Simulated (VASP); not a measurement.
# H15NO6 in VASP: further runs

Runs on H15NO6. Level: PBE+D3(BJ). Tasks: single point.

Program: VASP 6.6.1. These are calculated values, not measurements. Logs are shortened: lines on timing, memory, paths and dates and some standing lists are left out, and cuts for length are marked.

## 1. The cell of the first run

The cell holds an amorphous packing of atoms, 22 atoms: a = 5.820 Å, b = 5.820 Å, c = 5.820 Å, α = 90.00°, β = 90.00°, γ = 90.00°.

## 2. Single point, PBE+D3(BJ)

INCAR reads:

```
SYSTEM = H15NO6
PREC = Accurate ; ENCUT = 520
EDIFF = 1E-7 ; ISMEAR = -1
SIGMA = 0.02 ; LREAL = Auto
LASPH = .True. ; NELM = 80
ALGO = Normal ; ISIF = 2
LWAVE = .False. ; LCHARG = .False.
GGA = PE ; IVDW = 12
NBANDS = 45
```

KPOINTS reads:

```
Automatic mesh
0
Gamma
  1 1 1
  0 0 0
```

POSCAR reads:

```
H15NO6
1.0
    5.8196320000      0.0000000000      0.0000000000
    0.0000000000      5.8196320000      0.0000000000
    0.0000000000      0.0000000000      5.8196320000
O H N
6 15 1
Direct
    0.9297323267      0.4603555689      0.0134888254
    0.4044241973      0.1097492075      0.2997440388
    0.5585576545      0.5745208632      0.3375814828
    0.1076013054      0.2011639224      0.7143922502
    0.6915901212      0.9615384615      0.7645156945
    0.3705045267      0.7334828044     -0.0521510638
    0.8443661042      0.3977227426      0.1331871156
    1.0437086056      0.5658261553      0.0860879176
    0.4868692728      0.2370424797      0.2789695293
    0.2850008385      0.1521745705      0.4074484435
    0.5293805519      0.6667088228      0.1968337517
    0.6336139467      0.6925351981      0.4335669334
    0.0429580427      0.2566828968      0.8551227981
   -0.0076293484      0.1027212717      0.6545774716
    0.6121177422      0.8521329184      0.8658966753
    0.5414603535      1.0118681044      0.7076736124
    0.3236115273      0.8892658505      0.0121313513
    0.3024589871      0.7072440319     -0.2071780484
    0.0988894143      0.4733804474      0.5782496213
    0.0341258691      0.7228292098      0.4553552527
    0.3051052025      0.6441300756      0.4686894292
    0.1499235691      0.6454875497      0.5590559678
```

Potentials or basis: VASP PAW PBE potentials, release 64 (O, H, N).

Run with:

```console
> cat potpaw_PBE.64/O/POTCAR potpaw_PBE.64/H/POTCAR potpaw_PBE.64/N/POTCAR > POTCAR
> mpirun -np 1 vasp_gam > vasp.out
```

OUTCAR:

```text
SYSTEM = H15NO6
   PREC = Accurate
   ENCUT = 520
   EDIFF = 1E-7
   ISMEAR = -1
   LREAL = Auto
   LASPH = .True.
   NELM = 80
   ISIF = 2
   GGA = PE
   IVDW = 12
 IVDW          = 12

 ion  position               nearest neighbor table
   1  0.930  0.460  0.013-   7 0.93   8 1.00
   2  0.404  0.110  0.300-   9 0.89  10 0.97
   3  0.559  0.575  0.338-  12 0.99  11 0.99
   4  0.108  0.201  0.714-  14 0.95  13 0.96
   5  0.692  0.962  0.765-  16 0.98  15 0.98
   6  0.371  0.733  0.948-  18 1.00  17 1.02
   7  0.844  0.398  0.133-   1 0.93
   8  0.044  0.566  0.086-   1 1.00
   9  0.487  0.237  0.279-   2 0.89
  10  0.285  0.152  0.407-   2 0.97
  11  0.529  0.667  0.197-   3 0.99
  12  0.634  0.693  0.434-   3 0.99
  13  0.043  0.257  0.855-   4 0.96
  14  0.992  0.103  0.655-   4 0.95
  15  0.612  0.852  0.866-   5 0.98
  16  0.541  0.012  0.708-   5 0.98
  17  0.324  0.889  0.012-   6 1.02
  18  0.302  0.707  0.793-   6 1.00
  19  0.099  0.473  0.578-  22 1.05
  20  0.034  0.723  0.455-  22 1.01
  21  0.305  0.644  0.469-  22 1.05
  22  0.150  0.645  0.559-  20 1.01  21 1.05  19 1.05

  LATTYP: Found a simple cubic cell.
 ALAT       =     5.8196320000

  Lattice vectors:

 A1 = (   5.8196320000,   0.0000000000,   0.0000000000)
 A2 = (   0.0000000000,   5.8196320000,   0.0000000000)
 A3 = (   0.0000000000,   0.0000000000,   5.8196320000)

Analysis of symmetry for initial positions (statically):
=====================================================================
 Subroutine PRICEL returns:
 Original cell was already a primitive cell.

 Routine SETGRP: Setting up the symmetry group for a
 simple cubic supercell.

 Subroutine GETGRP returns: Found  1 space group operations
 (whereof  1 operations were pure point group operations)
 out of a pool of 48 trial point group operations.

The static configuration has the point symmetry C_1 .

Analysis of symmetry for dynamics (positions and initial velocities):
=====================================================================
 Subroutine PRICEL returns:
 Original cell was already a primitive cell.

 Routine SETGRP: Setting up the symmetry group for a
 simple cubic supercell.

 Subroutine GETGRP returns: Found  1 space group operations
 (whereof  1 operations were pure point group operations)
 out of a pool of 48 trial point group operations.

The dynamic configuration has the point symmetry C_1 .

 Subroutine INISYM returns: Found  1 space group operations
 (whereof  1 operations are pure point group operations),
 and found     1 'primitive' translations

----------------------------------------------------------------------------------------

                                     Primitive cell

  volume of cell :     197.1000

  direct lattice vectors                    reciprocal lattice vectors
     5.819632000  0.000000000  0.000000000     0.171832171  0.000000000  0.000000000
     0.000000000  5.819632000  0.000000000     0.000000000  0.171832171  0.000000000
     0.000000000  0.000000000  5.819632000     0.000000000  0.000000000  0.171832171

  length of vectors
     5.819632000  5.819632000  5.819632000     0.171832171  0.171832171  0.171832171

  position of ions in fractional coordinates (direct lattice)
     0.929732327  0.460355569  0.013488825
     0.404424197  0.109749208  0.299744039
     0.558557654  0.574520863  0.337581483
     0.107601305  0.201163922  0.714392250
     0.691590121  0.961538461  0.764515694
     0.370504527  0.733482804  0.947848936
[... 14 lines left out ...]
     0.305105203  0.644130076  0.468689429
     0.149923569  0.645487550  0.559055968

  ion indices of the primitive-cell ions
   primitive index   ion index
                 1           1
                 2           2
                 3           3
                 4           4
                 5           5
                 6           6
[... 14 lines left out ...]
                21          21
                22          22

----------------------------------------------------------------------------------------

 KPOINTS: Automatic mesh

Automatic generation of k-mesh.
 Grid dimensions read from file:
 generate k-points for:    1    1    1

 Generating k-lattice:

  Cartesian coordinates                     Fractional coordinates (reciprocal lattice)
     0.171832171  0.000000000  0.000000000     1.000000000  0.000000000  0.000000000
     0.000000000  0.171832171  0.000000000     0.000000000  1.000000000  0.000000000
     0.000000000  0.000000000  0.171832171     0.000000000  0.000000000  1.000000000

  Length of vectors
     0.171832171  0.171832171  0.171832171

  Shift w.r.t. Gamma in fractional coordinates (k-lattice)
     0.000000000  0.000000000  0.000000000

 Subroutine IBZKPT returns following result:
 ===========================================

 Found      1 irreducible k-points:

 Following reciprocal coordinates:
            Coordinates               Weight
  0.000000  0.000000  0.000000      1.000000
   k-points           NKPTS =      1   k-points in BZ     NKDIM =      1   number of bands    NBANDS=     45
   number of dos      NEDOS =    301   number of ions     NIONS =     22
   total plane-waves  NPLWV = 110592
   dimension x,y,z NGX =    48 NGY =   48 NGZ =   48
   dimension x,y,z NGXF=    96 NGYF=   96 NGZF=   96
   ions per type =               6  15   1
   NGX,Y,Z   is equivalent  to a cutoff of  13.71, 13.71, 13.71 a.u.
   NGXF,Y,Z  is equivalent  to a cutoff of  27.42, 27.42, 27.42 a.u.
 SYSTEM =  H15NO6
   PREC   = accura    normal or accurate (medium, high low for compatibility)
   ISTART =      0    job   : 0-new  1-cont  2-samecut
   ICHARG =      2    charge: 1-file 2-atom 10-const
   ISPIN  =      1    spin polarized calculation?
   LNONCOLLINEAR =      F non collinear calculations
   LSORBIT =      F    spin-orbit coupling
   LASPH  =      T    aspherical Exc in radial PAW
   ENCUT  =  520.0 eV  38.22 Ry    6.18 a.u.  10.82 10.82 10.82*2*pi/ulx,y,z
   NELM   =     80;   NELMIN=  2; NELMDL= -5     # of ELM steps
   EDIFF  = 0.1E-06   stopping-criterion for ELM
   LREAL  =      T    real-space projection
   EDIFFG = 0.1E-05   stopping-criterion for IOM
   NSW    =      0    number of steps for IOM
   IBRION =     -1    ionic relax: 0-MD 1-quasi-New 2-CG
   NFREE  =      0    steps in history (QN), initial steepest desc. (CG)
   ISIF   =      2    stress and relaxation
   ISYM   =      2    0-nonsym 1-usesym 2-fastsym
   POTIM  = 0.5000    time-step for ionic-motion
   TEBEG  =    0.0;   TEEND  =   0.0 temperature during run
   PSTRESS=    0.0 pullay stress
   NELECT =      56.0000    total number of electrons
   NUPDOWN=      -1.0000    fix difference up-down
   EMIN   =  10.00;   EMAX   =-10.00  energy-range for DOS
   EFERMI =   0.00;   METHOD = LEGACY
   ISMEAR =    -1;   SIGMA  =   0.02  broadening in eV -4-tet -1-fermi 0-gaus
   EFERMI_NEDOS =   21; number of points for ismear=-14 and -15
   IALGO  =     38    algorithm
   IMIX   =      4    mixing-type and parameters
     AMIX     =   0.40;   BMIX     =  1.00
     AMIX_MAG =   1.60;   BMIX_MAG =  1.00
  volume/ion in A,a.u.               =       8.96        60.46
  Fermi-wavevector in a.u.,A,eV,Ry     =   1.076239  2.033796 15.759492  1.158290
  Thomas-Fermi vector in A             =   2.212118
   LORBIT       =      0    0 simple, 1 ext, 2 COOP (PROOUT), +10 PAW based schemes
   GGA     = PE    functional components
   LHFCALC =     F    Hartree Fock is set to
   AEXX    =    0.0000 exact exchange contribution
   IVDW    =    12    specifies the selected vdW correction
   LEPSILON=     F    determine dielectric tensor
   LRPA    =     F    only Hartree local field effects (RPA)
 non-spin polarized calculation
  energy-cutoff  :      520.00
  volume of cell :      197.10
 maximum number of plane-waves:      2689
 NGX is ok and might be reduce to    42
   NGX = 21   NGY = 21   NGZ = 21

 number of electron      56.0000007 magnetization

 Free energy of the ion-electron system (eV)
  ---------------------------------------------------
  ext. energy  EPLUGINS =         0.00000000
  ---------------------------------------------------
  free energy    TOTEN  =      -105.84801918 eV

  energy without entropy =     -105.84801918  energy(sigma->0) =     -105.84801918

 E-fermi :  -2.0314     XC(G=0):  -7.1490

 val. band max:       -2.5595738886   @ k =   0.0000   0.0000   0.0000
 cond. band min:       1.3294293047   @ k =   0.0000   0.0000   0.0000
 fundamental gap:      3.8890031933
 Fermi energy:        -2.0314422926

 k-point     1 :       0.0000    0.0000    0.0000
  band No.  band energies     occupation
      1     -22.5118      2.00000
      2     -22.2613      2.00000
      3     -22.0732      2.00000
      4     -21.8541      2.00000
      5     -21.5002      2.00000
      6     -21.0880      2.00000
[... 32 lines left out ...]
     39       7.8344      0.00000
     40       8.2468      0.00000
 [bands above 40 left out]

------------------------ aborting loop because EDIFF is reached ----------------------------------------

 Edisp (eV)   -0.84637

 E8    (eV) :    -0.1744

  FORCE on cell =-STRESS in cart. coord.  units (eV):
  Direction    XX          YY          ZZ          XY          YZ          ZX
  --------------------------------------------------------------------------------------
  -------------------------------------------------------------------------------------
  Total       5.50132     5.08482     5.40050     2.53689    -2.65739    -3.38119
  in kB      44.71884    41.33322    43.89930    20.62176   -21.60129   -27.48486
  external pressure =       43.32 kB  Pullay stress =        0.00 kB

 VOLUME and BASIS-vectors are now :
 -----------------------------------------------------------------------------
  energy-cutoff  :      520.00
  volume of cell :      197.10
      direct lattice vectors                 reciprocal lattice vectors
     5.819632000  0.000000000  0.000000000     0.171832171  0.000000000  0.000000000
     0.000000000  5.819632000  0.000000000     0.000000000  0.171832171  0.000000000
     0.000000000  0.000000000  5.819632000     0.000000000  0.000000000  0.171832171

 POSITION                                       TOTAL-FORCE (eV/Angst)
 -----------------------------------------------------------------------------------
      5.41070      2.67910      0.07850         1.709158      1.449602     -0.935356
      2.35360      0.63870      1.74440        -2.920788     -4.890626      0.288806
      3.25060      3.34350      1.96460         1.222148      0.987489     -0.171711
      0.62620      1.17070      4.15750         1.885618     -0.639527     -1.345509
      4.02480      5.59580      4.44920        -0.417497      0.260625     -0.620146
      2.15620      4.26860      5.51613        -0.017807      1.341534      2.164833
[... 14 lines left out ...]
      1.77560      3.74860      2.72760        -0.864652     -0.359153      0.102687
      0.87250      3.75650      3.25350         0.490148     -0.601340     -0.424451
 -----------------------------------------------------------------------------------
    total drift:                                0.001503      0.001089     -0.002554

  FREE ENERGIE OF THE ION-ELECTRON SYSTEM (eV)
  ---------------------------------------------------
  free  energy   TOTEN  =      -106.6943855008 eV

  energy  without entropy=     -106.6943855008  energy(sigma->0) =     -106.69438550
```

It used 41 s of CPU time on 1 thread of AMD EPYC 7R13 Processor (Zen 3), with other jobs on the host.

What came out:

* Free energy: -106.6944 eV
* Pressure: 4.3 GPa
* Largest force: 5.704 eV/Å
* Band gap on the k mesh: 3.89 eV
* Dispersion energy per atom: -0.038 eV

Forces in eV/Å, atoms in the order of the input:
```
O    1.709  1.450 -0.935
O   -2.921 -4.891  0.289
O    1.222  0.987 -0.172
O    1.886 -0.640 -1.346
O   -0.417  0.261 -0.620
O   -0.018  1.342  2.165
H   -1.428 -0.660  1.951
H   -0.445 -0.655 -0.561
H    2.828  4.652 -0.706
H   -0.162  0.115  0.427
H   -0.265 -0.744 -0.195
H    0.023 -0.528  0.219
H   -0.539  1.003  1.182
H   -1.131 -1.075 -0.088
H    0.681 -0.870  0.544
H    0.389  0.940 -0.744
H    0.116 -1.253 -0.758
H   -1.220  0.179 -0.524
H    0.350  0.913  0.060
H   -0.283  0.433  0.131
H   -0.865 -0.359  0.103
N    0.490 -0.601 -0.424
```

Caveat: the k points lie up to 1.08 Å⁻¹ apart.

## 3. Single point, PBE+D3(BJ)

INCAR reads:

```
SYSTEM = H15NO6
ALGO = Normal
EDIFF = 1E-7
ENCUT = 520
GGA = PE
ISIF = 2
ISMEAR = -1
IVDW = 12
LASPH = .True.
LCHARG = .False.
LREAL = Auto
LWAVE = .False.
NBANDS = 45
NELM = 100
PREC = Accurate
SIGMA = 0.02
```

KPOINTS reads:

```
k-points
0
Gamma
  1 1 1
  0 0 0
```

POSCAR reads:

```
H15NO6
1.0
    5.8196320000      0.0000000000      0.0000000000
    0.0000000000      5.8196320000      0.0000000000
    0.0000000000      0.0000000000      5.8196320000
O H N
6 15 1
Direct
    0.9338734820      0.4743598908      0.0425456455
    0.3927224264      0.1792553206      0.2651198564
    0.6560895947      0.5880440550      0.3337839918
    0.1095601921      0.2217150500      0.6724652005
    0.7068488179      0.9535826320      0.6697330690
    0.4107991708      0.7483806536     -0.0119767023
    0.9505240194      0.3112567942      0.0966727793
    0.8697972655      0.5086404089      0.2088620036
    0.4761984950      0.3380969793      0.2990395269
    0.2467853637      0.1965588202      0.3517232705
    0.5310645072      0.6474464365      0.2143778163
    0.6372396055      0.6696987026      0.4818002238
    0.0976178562      0.3815189689      0.7197190475
   -0.0464118693      0.1584636279      0.6935490079
    0.6221699241      0.9032014395      0.8106182659
    0.6113788638      1.0340000880      0.5637813525
    0.3072015550      0.8746772992      0.0064265232
    0.3189892419      0.6738054915     -0.1422942207
   -0.0193826689      0.7503051739      0.5133142439
    0.2201513773      0.8887503540      0.5908964691
    0.2318015985      0.7774374737      0.3501939642
    0.1650619833      0.7353729583      0.5119739530
```

Potentials or basis: VASP PAW PBE potentials, release 64 (O, H, N).

Run with:

```console
> cat potpaw_PBE.64/O/POTCAR potpaw_PBE.64/H/POTCAR potpaw_PBE.64/N/POTCAR > POTCAR
> mpirun -np 1 vasp_gam > vasp.out
```

It used 40 s of CPU time on 1 thread of AMD EPYC 7R13 Processor (Zen 3), on a shared host.

The run converged. Its results:

* Free energy: -106.6543 eV
* Pressure: -2.2 GPa
* Largest force: 3.038 eV/Å
* Band gap on the k mesh: 4.05 eV
* Dispersion energy per atom: -0.039 eV

Forces on the atoms (eV/Å):
```
O   -0.026 -1.682  2.530
O    0.715  1.838  0.731
O   -1.999  0.341 -0.102
O   -0.313 -0.135 -0.068
O    1.013 -0.938  1.149
O   -0.722 -0.987 -1.943
H    0.447  0.591 -1.466
H    0.098  1.102 -2.079
H   -0.989 -2.183 -0.429
H    0.555  0.114  0.132
H    1.682 -0.341  1.076
H   -0.112 -0.015 -0.392
H    0.014 -0.054  0.040
H    0.164 -0.048  0.005
H   -0.078  0.311 -0.678
H   -1.205  0.729 -0.608
H   -0.270  1.492  0.804
H    1.076 -0.192  1.003
H    2.146  0.038 -0.318
H   -0.745 -0.829 -0.141
H   -1.017 -0.856  0.645
N   -0.436  1.703  0.108
```

Stress tensor (GPa, compression positive):
```
-2.39 -3.05 -2.20
-3.05 -1.04  1.96
-2.20  1.96 -3.29
```

Levels at points of the mesh, in eV from the valence-band top:
| k point | band 24 | band 25 | band 26 | band 27 | band 28 | band 29 | band 30 | band 31 | band 32 | band 33 |
| --- | --- | --- | --- | --- | --- | --- | --- | --- | --- | --- |
| (0.00, 0.00, 0.00) | -1.14 | -0.79 | -0.49 | -0.16 | 0.00 | 4.05 | 7.16 | 7.67 | 8.68 | 8.70 |

Caveat: the k points lie up to 1.08 Å⁻¹ apart.

## 4. Single point, PBE+D3(BJ)

INCAR reads:

```
PREC = Accurate
ENCUT = 520
EDIFF = 1E-6
ISMEAR = -1
SIGMA = 0.02
LREAL = Auto
LASPH = True
NELM = 100
ALGO = Normal
ISIF = 2
LWAVE = False
LCHARG = False
GGA = PE
IVDW = 12
NBANDS = 45
```

KPOINTS reads:

```
Automatic mesh
0
Gamma
  1 1 1
```

POSCAR reads:

```
H15NO6
1.0
    5.8196320000      0.0000000000      0.0000000000
    0.0000000000      5.8196320000      0.0000000000
    0.0000000000      0.0000000000      5.8196320000
O H N
6 15 1
Direct
    0.9478606207      0.4106445219      0.0370298328
    0.4101977582      0.2106318750      0.3301239666
    0.6148155072      0.6496115218      0.3188861426
    0.1942562691      0.1389263101      0.7564911321
    0.7136361887      0.9640300280      0.6568112898
    0.3737693380      0.7894141760     -0.0582167395
    1.0955160051      0.4044241973      0.1203512525
    0.8231791976      0.4265218144      0.1338228946
    0.4546679240      0.3822406640      0.3651433630
    0.3087652278      0.1517278068      0.4477602708
    0.5384017409      0.6816754049      0.1860083249
    0.6536667611      0.7859603494      0.4121910114
    0.0447966469      0.1522261201      0.8317020733
    0.1594430713      0.0306376761      0.6319987243
    0.5691940659      0.9142674313      0.7408887710
    0.6868303700      1.0852748078      0.5604821748
    0.3051567522      0.9372929422     -0.0688359676
    0.2664601473      0.7156122586     -0.1574670013
    0.0461884875      0.7740351967      0.2925786373
    0.1529134488      0.5907761865      0.4570392080
   -0.0130420618      0.7386721360      0.5603447091
    0.1114159796      0.7624021588      0.4502518372
```

Run with:

```console
> cat potpaw_PBE.64/O/POTCAR potpaw_PBE.64/H/POTCAR potpaw_PBE.64/N/POTCAR > POTCAR
> mpirun -np 1 vasp_gam > vasp.out
```

It used 35 s of CPU time on 1 thread of AMD EPYC 7R13 Processor (Zen 3) (shared host).

The run converged. Its results:

- Free energy: -106.5012 eV
- Pressure: 5.2 GPa
- Largest force: 4.288 eV/Å
- Band gap on the k mesh: 4.60 eV
- Dispersion energy per atom: -0.039 eV

Forces in eV/Å, atoms in the order of the input:
```
O    2.958 -0.509 -2.263
O    0.894  2.319 -0.540
O    2.158 -2.020  3.106
O   -0.348  0.397  0.078
O    0.253 -3.300  2.471
O    1.212 -1.514  0.516
H   -0.834 -0.151  0.017
H   -2.006  0.568  2.258
H   -0.446 -2.100 -0.086
H    0.095  0.492  0.114
H   -1.989  1.578 -3.235
H   -0.357 -0.131 -0.052
H   -0.273  0.678  0.200
H   -0.119 -0.799 -0.129
H    0.955  0.415 -0.407
H   -1.220  2.918 -1.994
H   -0.399  2.399  0.317
H   -0.465 -1.351 -0.690
H   -0.717  0.400 -0.925
H    1.191  0.061 -0.369
H   -2.458  0.746  1.108
N    1.917 -1.094  0.502
```

Stress tensor (GPa, compression positive):
```
 5.79 -3.89 -0.57
-3.89  2.75 -0.95
-0.57 -0.95  6.98
```

Levels at points of the mesh, in eV from the valence-band top:
```csv
k point,band 24,band 25,band 26,band 27,band 28,band 29,band 30,band 31,band 32,band 33
"(0.00, 0.00, 0.00)",-0.88,-0.74,-0.44,-0.43,0.00,4.60,7.77,8.63,8.74,8.90
```

Caveat: the k points lie up to 1.08 Å⁻¹ apart.

[end of part 1 of 2]
